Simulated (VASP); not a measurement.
# AlAs (F-43m) in VASP: notebook, part 2 of 2

VASP 6.6.1. The steps go on from the part before.

## (5) Single point, LDA

This run uses another cell than the first one, of 21.49 Å³/atom.

The input, INCAR:

```
SYSTEM = AlAs
  PREC = Accurate
  ENCUT = 500
  EDIFF = 1E-6
  ISMEAR = 0
  SIGMA = 0.01
  LREAL = .FALSE.
  LASPH = .TRUE.
  NELM = 120
  ALGO = Normal
  ISIF = 2
  LWAVE = .FALSE.
  LCHARG = .FALSE.
  GGA = CA
  NBANDS = 11
  GGA_COMPAT = .FALSE.
```

The input, KPOINTS:

```
Automatic mesh
0
G
  8 8 8
  0 0 0
```

The input, POSCAR:

```
AlAs
1.0
    0.0000000000      2.7802648896      2.7802648896
    2.7802648896      0.0000000000      2.7802648896
    2.7802648896      2.7802648896      0.0000000000
Al As
1 1
Direct
    0.0000000000      0.0000000000      0.0000000000
    0.7500000000      0.7500000000      0.7500000000
```

Potentials or basis: VASP PAW LDA potentials, release 64 (Al, As).

The run is started by

```console
$ cat potpaw_LDA.64/Al/POTCAR potpaw_LDA.64/As/POTCAR > POTCAR
$ mpirun -np 1 vasp_std > vasp.out
```

OUTCAR:

```text
SYSTEM = AlAs
   PREC = Accurate
   ENCUT = 500
   EDIFF = 1E-6
   ISMEAR = 0
   LREAL = .FALSE.
   LASPH = .TRUE.
   NELM = 120
   ISIF = 2
   GGA = CA

 ion  position               nearest neighbor table
   1  0.000  0.000  0.000-   2 2.41   2 2.41   2 2.41   2 2.41
   2  0.750  0.750  0.750-   1 2.41   1 2.41   1 2.41   1 2.41

  LATTYP: Found a face centered cubic cell.
 ALAT       =     5.5605297792

  Lattice vectors:

 A1 = (   0.0000000000,   2.7802648896,   2.7802648896)
 A2 = (   2.7802648896,   0.0000000000,   2.7802648896)
 A3 = (   2.7802648896,   2.7802648896,   0.0000000000)

Analysis of symmetry for initial positions (statically):
=====================================================================
 Subroutine PRICEL returns:
 Original cell was already a primitive cell.

 Routine SETGRP: Setting up the symmetry group for a
 face centered cubic supercell.

 Subroutine GETGRP returns: Found 24 space group operations
 (whereof 24 operations were pure point group operations)
 out of a pool of 48 trial point group operations.

The static configuration has the point symmetry T_d .

Analysis of symmetry for dynamics (positions and initial velocities):
=====================================================================
 Subroutine PRICEL returns:
 Original cell was already a primitive cell.

 Routine SETGRP: Setting up the symmetry group for a
 face centered cubic supercell.

 Subroutine GETGRP returns: Found 24 space group operations
 (whereof 24 operations were pure point group operations)
 out of a pool of 48 trial point group operations.

The dynamic configuration has the point symmetry T_d .

 Subroutine INISYM returns: Found 24 space group operations
 (whereof 24 operations are pure point group operations),
 and found     1 'primitive' translations

----------------------------------------------------------------------------------------

                                     Primitive cell

  volume of cell :      42.9822

[... 117 lines left out ...]
   LEPSILON=     F    determine dielectric tensor
   LRPA    =     F    only Hartree local field effects (RPA)
 non-spin polarized calculation
 Gauss-broadening in eV      SIGMA  =   0.01
  energy-cutoff  :      500.00
  volume of cell :       42.98
 maximum number of plane-waves:      1106
 NGX is ok and might be reduce to    30
   NGX = 15   NGY = 15   NGZ = 15

 number of electron       8.0000001 magnetization

 Free energy of the ion-electron system (eV)
  ---------------------------------------------------
  ext. energy  EPLUGINS =         0.00000000
  ---------------------------------------------------
  free energy    TOTEN  =       -10.49542097 eV

  energy without entropy =      -10.49542097  energy(sigma->0) =      -10.49542097

 E-fermi :   4.3145     XC(G=0):  -9.4835

 val. band max:        4.2554349843   @ k =   0.0000   0.0000   0.0000
 cond. band min:       5.4998743652   @ k =   0.5000   0.5000   0.0000
 fundamental gap:      1.2444393809
 Fermi energy:         4.3144589244

 k-point     1 :       0.0000    0.0000    0.0000
  band No.  band energies     occupation
      1      -7.9473      2.00000
      2       4.2554      2.00000
      3       4.2554      2.00000
      4       4.2554      2.00000
      5       6.5692      0.00000
      6       8.5929      0.00000
      7       8.5929      0.00000
      8       8.5929      0.00000
      9      13.1876      0.00000
     10      13.3947      0.00000
     11      13.3947      0.00000
[... 309 lines left out ...]
 k-point    24 :      -0.3750    0.2500    0.1250
  band No.  band energies     occupation
      1      -6.1193      2.00000
      2      -1.2321      2.00000
      3       1.4073      2.00000
      4       2.6137      2.00000
      5       7.9580      0.00000
      6       8.4841      0.00000
      7      11.0872      0.00000
      8      12.0327      0.00000
      9      12.7490      0.00000
     10      15.4022      0.00000
     11      16.7673      0.00000

 [... further k-points ...]

------------------------ aborting loop because EDIFF is reached ----------------------------------------

  FORCE on cell =-STRESS in cart. coord.  units (eV):
  Direction    XX          YY          ZZ          XY          YZ          ZX
  --------------------------------------------------------------------------------------
  -------------------------------------------------------------------------------------
  Total        0.9177096      0.9177096      0.9177096     -0.0000000      0.0000000     -0.0000000
  in kB       34.2079733     34.2079733     34.2079733     -0.0000000      0.0000000     -0.0000000
  external PRESSURE =      34.2079733 kB  Pullay stress =       0.0000000 kB

 VOLUME and BASIS-vectors are now :
 -----------------------------------------------------------------------------
  energy-cutoff  :      500.00
  volume of cell :       42.98
      direct lattice vectors                 reciprocal lattice vectors
     0.000000000  2.780264890  2.780264890    -0.179838979  0.179838979  0.179838979
     2.780264890  0.000000000  2.780264890     0.179838979 -0.179838979  0.179838979
     2.780264890  2.780264890  0.000000000     0.179838979  0.179838979 -0.179838979

 POSITION                                       TOTAL-FORCE (eV/Angst)
 -----------------------------------------------------------------------------------
      0.00000      0.00000      0.00000         0.000000      0.000000     -0.000000
      4.17040      4.17040      4.17040        -0.000000     -0.000000      0.000000
 -----------------------------------------------------------------------------------
    total drift:                               -0.000000     -0.000000     -0.000000

  FREE ENERGIE OF THE ION-ELECTRON SYSTEM (eV)
  ---------------------------------------------------
  free  energy   TOTEN  =       -10.4954209731 eV

  energy  without entropy=      -10.4954209731  energy(sigma->0) =      -10.49542097
```

It took 8.7 s on 1 thread of Intel Xeon Platinum 8488C (Sapphire Rapids), shared host; peak memory 0.15 GiB.

Results:

```
Free energy            : -10.4954 eV
Pressure               : 3.4 GPa
Band gap on the k mesh : 1.24 eV (least direct gap 2.31 eV)
```

Levels at points of the mesh, in eV from the valence-band top:
```tsv
k point	band 1	band 2	band 3	band 4	band 5	band 6	band 7	band 8	band 9
(0.00, 0.00, 0.00)	-12.20	0.00	0.00	0.00	2.31	4.34	4.34	4.34	8.93
(0.50, 0.00, 0.00)	-10.66	-5.84	-0.86	-0.86	2.23	4.67	4.67	7.69	11.44
(0.50, 0.50, 0.00)	-10.06	-5.64	-2.30	-2.30	1.24	2.20	10.62	10.62	12.17
```

Caveat: the cell stands under pressure.

## (6) Overview

| cell | gap on the mesh (eV) | pressure (GPa) |
| --- | --- | --- |
| a = 3.791 Å, angles 60.0°, 2 atoms | 1.02 | 15.7 |
| a = 3.865 Å, angles 60.0°, 2 atoms | 1.15 | 8.5 |
| a = 3.932 Å, angles 60.0°, 2 atoms | 1.24 | 3.4 |

Alike in all rows: task single point; level LDA; potentials or basis VASP PAW LDA potentials, release 64 (Al, As); no spin polarisation; k mesh 8 × 8 × 8; cutoff (eV) 500; smearing gaussian 0.01 eV.

Caveats: the cell stands under pressure.

Absolute energies hang on the potentials; compare differences alone.
